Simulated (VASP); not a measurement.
## Ir: relaxation of cell and atoms with PBE

The system is Ir.

```
CELL_PARAMETERS angstrom
0.00000 1.93806 1.93806
1.93806 0.00000 1.93806
1.93806 1.93806 0.00000
ATOMIC_POSITIONS crystal
Ir 0.00000 0.00000 0.00000
```

* Program: VASP 6.6.1
* Task: relaxation of cell and atoms
* Functional: PBE
* Potentials or basis: VASP PAW PBE potentials, release 64 (Ir)
* Cutoff: 600 eV
* k mesh: 18 × 18 × 18
* Occupations: gaussian, width 0.1 eV
* Spin: no spin polarisation
* Dipole correction: no
* Further INCAR settings: ALGO = Normal; EDIFF = 1e-06; IBRION = 2; EDIFFG = -0.005; NSW = 100; ISIF = 3

The relaxed volume is 14.52 Å³/atom, the relaxed cell is a = 2.738 Å, b = 2.738 Å, c = 2.738 Å, α = 60.00°, β = 60.00°, γ = 60.00° and the space group after relaxing (to 0.05 Å) is Fm-3m (No. 225). The energy gained by relaxing is 0.1 meV/atom. The ionic steps are 3 and the pressure after relaxing is 0.0 GPa.

Step by step:
```tsv
step	energy change (eV)	largest force (eV/Å)	pressure (GPa)	volume (Å³)
1	0.0000	0.0000	-0.90	14.56
2	0.0012	0.0000	3.29	14.39
3	-0.0001	0.0000	0.03	14.52
```

Final structure:
```
Ir
1.0
     0.00000    1.93637    1.93637
     1.93637    0.00000    1.93637
     1.93637    1.93637    0.00000
Ir
1
Direct
  0.00000 0.00000 0.00000
```

Levels at points of the mesh, in eV from the Fermi level:
| k point | band 1 | band 2 | band 3 | band 4 | band 5 | band 6 | band 7 | band 8 |
| --- | --- | --- | --- | --- | --- | --- | --- | --- |
| (0.00, 0.00, 0.00) | -10.87 | -3.76 | -3.76 | -3.76 | -1.19 | -1.19 | 14.34 | 19.78 |
| (0.50, 0.00, 0.00) | -7.86 | -3.86 | -3.86 | -0.72 | 0.82 | 0.82 | 6.97 | 13.88 |
| (0.50, 0.50, 0.00) | -7.65 | -7.09 | 0.79 | 1.37 | 1.37 | 1.67 | 10.13 | 11.56 |

Run time: 48 s on 1 thread of AMD EPYC 7R43 64-Core Processor (Zen 3), with other jobs on the host, peak memory 0.14 GiB.

Caveat: spin-orbit coupling is left out, which moves the levels of the heavy elements.
